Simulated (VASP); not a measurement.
# InGa3P2 (P6/mmm) in VASP: relaxation of cell and atoms with PBE

Aim: the relaxation of cell and atoms of InGa3P2 with PBE.

Program: VASP 6.6.1. These are calculated values, not measurements. Logs are shortened: lines on timing, memory, paths and dates and some standing lists are left out, and cuts for length are marked.

## (1) The cell of the first run

The structure is hexagonal, space group P6/mmm (No. 191). Conventional cell: a = 6.373 Å, b = 6.373 Å, c = 3.591 Å, α = 90.00°, β = 90.00°, γ = 120.00°. In (site symmetry 6/mmm) has 2 In at 3.59 Å and 12 Ga at 3.66 Å and 6 P at 3.68 Å within 4.7 Å. Ga (site symmetry mmm) has 4 P at 2.57 Å and 4 Ga at 3.19 Å within 3.4 Å. P (site symmetry -6m2) has 6 Ga at 2.57 Å within 3.4 Å.

## (2) Relaxation of cell and atoms, PBE

File INCAR:

```
ALGO = Normal
EDIFF = 1E-6
EDIFFG = -0.01
ENCUT = 600
GGA = PE
IBRION = 2
ISIF = 3
ISMEAR = 0
LASPH = T
LCHARG = F
LREAL = F
LWAVE = F
NELM = 80
NSW = 100
PREC = Accurate
SIGMA = 0.1
```

File KPOINTS:

```
k-points
0
Gamma
  6 6 10
```

File POSCAR:

```
InGa3P2
1.0
    6.3725824820      0.0000000000      0.0000000000
   -3.1862912410      5.5188183171      0.0000000000
    0.0000000000      0.0000000000      3.5905390704
In Ga P
1 3 2
Direct
    0.0000000000      0.0000000000      0.0000000000
    0.0000000000      0.5000000000      0.5000000000
    0.5000000000      0.5000000000      0.5000000000
    0.5000000000      0.0000000000      0.5000000000
    0.6666666667      0.3333333333      0.0000000000
    0.3333333333      0.6666666667      0.0000000000
```

Potentials or basis: VASP PAW PBE potentials, release 64 (In_d, Ga_d, P).

Command:

```sh
$ cat potpaw_PBE.64/In_d/POTCAR potpaw_PBE.64/Ga_d/POTCAR potpaw_PBE.64/P/POTCAR > POTCAR
$ mpirun -np 1 vasp_std > vasp.out
```

OUTCAR:

```text
EDIFF = 1E-6
   EDIFFG = -0.01
   ENCUT = 600
   GGA = PE
   IBRION = 2
   ISIF = 3
   ISMEAR = 0
   LASPH = T
   LREAL = F
   NELM = 80
   NSW = 100
   PREC = Accurate

 ion  position               nearest neighbor table
   1  0.000  0.000  0.000-
   2  0.000  0.500  0.500-   5 2.57   6 2.57   5 2.57   6 2.57
   3  0.500  0.500  0.500-   5 2.57   6 2.57   5 2.57   6 2.57
   4  0.500  0.000  0.500-   5 2.57   6 2.57   5 2.57   6 2.57
   5  0.667  0.333  0.000-   4 2.57   4 2.57   2 2.57   2 2.57   3 2.57   3 2.57
   6  0.333  0.667  0.000-   4 2.57   4 2.57   2 2.57   2 2.57   3 2.57   3 2.57

  LATTYP: Found a hexagonal cell.
 ALAT       =     6.3725824820
 C/A-ratio  =     0.5634354801

  Lattice vectors:

 A1 = (   6.3725824820,   0.0000000000,   0.0000000000)
 A2 = (  -3.1862912410,   5.5188183171,   0.0000000000)
 A3 = (   0.0000000000,   0.0000000000,   3.5905390704)

Analysis of symmetry for initial positions (statically):
=====================================================================
 Subroutine PRICEL returns:
 Original cell was already a primitive cell.

 Routine SETGRP: Setting up the symmetry group for a
 hexagonal supercell.

 Subroutine GETGRP returns: Found 24 space group operations
 (whereof 24 operations were pure point group operations)
 out of a pool of 24 trial point group operations.

The static configuration has the point symmetry D_6h.

Analysis of symmetry for dynamics (positions and initial velocities):
=====================================================================
 Subroutine PRICEL returns:
 Original cell was already a primitive cell.

 Routine SETGRP: Setting up the symmetry group for a
 hexagonal supercell.

 Subroutine GETGRP returns: Found 24 space group operations
 (whereof 24 operations were pure point group operations)
 out of a pool of 24 trial point group operations.

The dynamic configuration has the point symmetry D_6h.

 Subroutine INISYM returns: Found 24 space group operations
 (whereof 24 operations are pure point group operations),
 and found     1 'primitive' translations

----------------------------------------------------------------------------------------

                                     Primitive cell

  volume of cell :     126.2761

  direct lattice vectors                    reciprocal lattice vectors
     6.372582482  0.000000000  0.000000000     0.156922253  0.090599105  0.000000000
    -3.186291241  5.518818317  0.000000000     0.000000000  0.181198210  0.000000000
     0.000000000  0.000000000  3.590539070     0.000000000  0.000000000  0.278509711

  length of vectors
     6.372582482  6.372582482  3.590539070     0.181198210  0.181198210  0.278509711

  position of ions in fractional coordinates (direct lattice)
     0.000000000  0.000000000  0.000000000
     0.000000000  0.500000000  0.500000000
     0.500000000  0.500000000  0.500000000
     0.500000000  0.000000000  0.500000000
     0.666666667  0.333333333  0.000000000
     0.333333333  0.666666667  0.000000000

  ion indices of the primitive-cell ions
   primitive index   ion index
                 1           1
                 2           2
                 3           3
                 4           4
                 5           5
                 6           6

----------------------------------------------------------------------------------------

 KPOINTS: k-points

Automatic generation of k-mesh.
 Grid dimensions read from file:
 generate k-points for:    6    6   10

 Generating k-lattice:

  Cartesian coordinates                     Fractional coordinates (reciprocal lattice)
     0.026153709  0.015099851  0.000000000     0.166666667  0.000000000  0.000000000
     0.000000000  0.030199702  0.000000000     0.000000000  0.166666667  0.000000000
     0.000000000  0.000000000  0.027850971     0.000000000  0.000000000  0.100000000

  Length of vectors
     0.030199702  0.030199702  0.027850971

  Shift w.r.t. Gamma in fractional coordinates (k-lattice)
     0.000000000  0.000000000  0.000000000

 Subroutine IBZKPT returns following result:
 ===========================================

 Found     42 irreducible k-points:

 Following reciprocal coordinates:
            Coordinates               Weight
  0.000000  0.000000  0.000000      1.000000
  0.166667  0.000000  0.000000      6.000000
  0.333333 -0.000000  0.000000      6.000000
  0.500000  0.000000  0.000000      3.000000
  0.166667  0.166667  0.000000      6.000000
  0.333333  0.166667  0.000000     12.000000
[... 16 lines left out ...]
  0.166667  0.000000  0.300000     12.000000
  0.333333 -0.000000  0.300000     12.000000
 [... further k-points ...]
   k-points           NKPTS =     42   k-points in BZ     NKDIM =     42   number of bands    NBANDS=     37
   number of dos      NEDOS =    301   number of ions     NIONS =      6
   total plane-waves  NPLWV =  87480
   dimension x,y,z NGX =    54 NGY =   54 NGZ =   30
   dimension x,y,z NGXF=   108 NGYF=  108 NGZF=   60
   ions per type =               1   3   2
   NGX,Y,Z   is equivalent  to a cutoff of  14.09, 14.09, 13.89 a.u.
   NGXF,Y,Z  is equivalent  to a cutoff of  28.17, 28.17, 27.78 a.u.
 SYSTEM =  unknown system
   PREC   = accura    normal or accurate (medium, high low for compatibility)
   ISTART =      0    job   : 0-new  1-cont  2-samecut
   ICHARG =      2    charge: 1-file 2-atom 10-const
   ISPIN  =      1    spin polarized calculation?
   LNONCOLLINEAR =      F non collinear calculations
   LSORBIT =      F    spin-orbit coupling
   LASPH  =      T    aspherical Exc in radial PAW
   ENCUT  =  600.0 eV  44.10 Ry    6.64 a.u.  12.73 12.73  7.17*2*pi/ulx,y,z
   NELM   =     80;   NELMIN=  2; NELMDL= -5     # of ELM steps
   EDIFF  = 0.1E-05   stopping-criterion for ELM
   LREAL  =      F    real-space projection
   EDIFFG = -.1E-01   stopping-criterion for IOM
   NSW    =    100    number of steps for IOM
   IBRION =      2    ionic relax: 0-MD 1-quasi-New 2-CG
   NFREE  =      1    steps in history (QN), initial steepest desc. (CG)
   ISIF   =      3    stress and relaxation
   ISYM   =      2    0-nonsym 1-usesym 2-fastsym
   POTIM  = 0.5000    time-step for ionic-motion
   TEBEG  =    0.0;   TEEND  =   0.0 temperature during run
   PSTRESS=    0.0 pullay stress
   NELECT =      62.0000    total number of electrons
   NUPDOWN=      -1.0000    fix difference up-down
   EMIN   =  10.00;   EMAX   =-10.00  energy-range for DOS
   EFERMI =   0.00;   METHOD = LEGACY
   ISMEAR =     0;   SIGMA  =   0.10  broadening in eV -4-tet -1-fermi 0-gaus
   EFERMI_NEDOS =   21; number of points for ismear=-14 and -15
   IALGO  =     38    algorithm
   IMIX   =      4    mixing-type and parameters
     AMIX     =   0.40;   BMIX     =  1.00
     AMIX_MAG =   1.60;   BMIX_MAG =  1.00
  volume/ion in A,a.u.               =      21.05       142.03
  Fermi-wavevector in a.u.,A,eV,Ry     =   1.291512  2.440603 22.694549  1.668002
  Thomas-Fermi vector in A             =   2.423277
   LORBIT       =      0    0 simple, 1 ext, 2 COOP (PROOUT), +10 PAW based schemes
   GGA     = PE    functional components
   LHFCALC =     F    Hartree Fock is set to
   AEXX    =    0.0000 exact exchange contribution
   IVDW    =     0    specifies the selected vdW correction
   LEPSILON=     F    determine dielectric tensor
   LRPA    =     F    only Hartree local field effects (RPA)
 conjugate gradient relaxation of ions
 non-spin polarized calculation
 Gauss-broadening in eV      SIGMA  =   0.10
  energy-cutoff  :      600.00
  volume of cell :      126.28
 maximum number of plane-waves:      4245
 NGX is ok and might be reduce to    54
   NGX = 25   NGY = 25   NGZ = 15

 number of electron      62.0000030 magnetization

 Free energy of the ion-electron system (eV)
  ---------------------------------------------------
  ext. energy  EPLUGINS =         0.00000000
  ---------------------------------------------------
  free energy    TOTEN  =       -21.33596909 eV

  energy without entropy =      -21.32359047  energy(sigma->0) =      -21.32977978

 E-fermi :   5.8895     XC(G=0): -10.2483

 val. band max:        5.8486683447   @ k =   0.3333  -0.0000   0.1000
 cond. band min:       5.8974669074   @ k =   0.1667   0.0000   0.2000
 fundamental gap:      0.0487985627
 Fermi energy:         5.8894597928

 k-point     1 :       0.0000    0.0000    0.0000
  band No.  band energies     occupation
      1      -9.3478      2.00000
      2      -9.1963      2.00000
      3      -9.1963      2.00000
      4      -9.1893      2.00000
      5      -9.1583      2.00000
      6      -9.1537      2.00000
[... 29 lines left out ...]
     36       9.6472      0.00000
     37       9.6472      0.00000

 k-point     2 :       0.1667    0.0000    0.0000
  band No.  band energies     occupation
      1      -9.3330      2.00000
      2      -9.1945      2.00000
      3      -9.1862      2.00000
      4      -9.1829      2.00000
      5      -9.1614      2.00000
      6      -9.1536      2.00000
[... 29 lines left out ...]
     36       9.6841      0.00000
     37       9.9200      0.00000

 k-point     3 :       0.3333   -0.0000    0.0000
  band No.  band energies     occupation
      1      -9.2968      2.00000
      2      -9.1923      2.00000
      3      -9.1819      2.00000
      4      -9.1670      2.00000
      5      -9.1595      2.00000
      6      -9.1531      2.00000
[... 29 lines left out ...]
     36       9.5732      0.00000
     37       9.6097      0.00000

 k-point     4 :       0.5000    0.0000    0.0000
  band No.  band energies     occupation
      1      -9.2701      2.00000
      2      -9.2037      2.00000
      3      -9.1882      2.00000
      4      -9.1554      2.00000
      5      -9.1536      2.00000
      6      -9.1342      2.00000
[... 29 lines left out ...]
     36       9.2243      0.00000
     37       9.5498      0.00000
[... 683 lines left out ...]
      1      -9.3150      2.00000
      2      -9.2828      2.00000
      3      -9.1912      2.00000
      4      -9.1912      2.00000
      5      -9.1413      2.00000
      6      -9.1413      2.00000
[... 29 lines left out ...]
     36       8.5926      0.00000
     37       8.9304      0.00000

 k-point    23 :       0.1667    0.0000    0.3000
  band No.  band energies     occupation
      1      -9.3053      2.00000
      2      -9.2731      2.00000
      3      -9.1895      2.00000
      4      -9.1813      2.00000
      5      -9.1447      2.00000
      6      -9.1382      2.00000
[... 29 lines left out ...]
     36       8.6439      0.00000
     37       9.8485      0.00000

 k-point    24 :       0.3333   -0.0000    0.3000
  band No.  band energies     occupation
      1      -9.2804      2.00000
      2      -9.2511      2.00000
      3      -9.1865      2.00000
      4      -9.1574      2.00000
      5      -9.1550      2.00000
      6      -9.1505      2.00000
[... 29 lines left out ...]
     36       9.0569      0.00000
     37       9.6849      0.00000

 [... further k-points ...]
[... 5 lines left out ...]
  --------------------------------------------------------------------------------------
  -------------------------------------------------------------------------------------
  Total        0.0068482      0.0068482      0.0200837      0.0000000      0.0000000      0.0000000
  in kB        0.0868886      0.0868886      0.2548192      0.0000000      0.0000000      0.0000000
  external PRESSURE =       0.1428655 kB  Pullay stress =       0.0000000 kB

 VOLUME and BASIS-vectors are now :
 -----------------------------------------------------------------------------
  energy-cutoff  :      600.00
  volume of cell :      126.28
      direct lattice vectors                 reciprocal lattice vectors
     6.372582482  0.000000000  0.000000000     0.156922253  0.090599105  0.000000000
    -3.186291241  5.518818317  0.000000000     0.000000000  0.181198210  0.000000000
     0.000000000  0.000000000  3.590539070     0.000000000  0.000000000  0.278509711

 POSITION                                       TOTAL-FORCE (eV/Angst)
 -----------------------------------------------------------------------------------
      0.00000      0.00000      0.00000        -0.000000      0.000000      0.000000
     -1.59315      2.75941      1.79527        -0.000000      0.000000      0.000000
      1.59315      2.75941      1.79527        -0.000000      0.000000      0.000000
      3.18629      0.00000      1.79527        -0.000000      0.000000      0.000000
      3.18629      1.83961      0.00000        -0.000000     -0.000000     -0.000000
     -0.00000      3.67921      0.00000         0.000000      0.000000      0.000000
 -----------------------------------------------------------------------------------
    total drift:                                0.000000      0.000000      0.000000

  FREE ENERGIE OF THE ION-ELECTRON SYSTEM (eV)
  ---------------------------------------------------
  free  energy   TOTEN  =       -21.3359690854 eV

  energy  without entropy=      -21.3235904703  energy(sigma->0) =      -21.32977978

 reached required accuracy - stopping structural energy minimisation
```

Wall time 8 min (1 thread of Oxide Virtual Turin-like, shared host); peak memory 0.39 GiB.

Results:

```yaml
Free_energy: -21.3360 eV
Pressure_after_relaxing: 0.0 GPa
Band_gap_on_the_k_mesh: zero (band 31 reaches 7.05 eV, above the bottom of band 32 at 4.74 eV)
```

Final structure:
```
CELL_PARAMETERS angstrom
6.37258 0.00000 0.00000
-3.18629 5.51882 0.00000
0.00000 0.00000 3.59054
ATOMIC_POSITIONS crystal
In 0.00000 0.00000 0.00000
Ga 0.00000 0.50000 0.50000
Ga 0.50000 0.50000 0.50000
Ga 0.50000 0.00000 0.50000
P 0.66667 0.33333 0.00000
P 0.33333 0.66667 0.00000
```

Levels at points of the mesh, in eV from the Fermi level:
```
           k point  band 27  band 28  band 29  band 30  band 31  band 32  band 33  band 34  band 35  band 36
(0.00, 0.00, 0.00)    -4.20    -2.55    -1.11    -0.40     0.83     0.83     2.33     3.43     3.43     3.76
(0.50, 0.00, 0.00)    -2.56    -1.99    -1.35    -0.77    -0.33     0.19     1.71     2.03     3.26     3.33
(0.00, 0.00, 0.50)    -4.08    -4.08    -3.29    -1.67    -1.67    -0.79    -0.69    -0.69     3.14     3.14
(0.50, 0.00, 0.50)    -4.35    -3.23    -2.01    -1.86    -0.70    -0.13    -0.12     1.54     2.16     2.22
```

Caveat: the relaxation stopped at its first step, so nothing moved; spin-orbit coupling is left out, which moves the levels of the heavy elements.
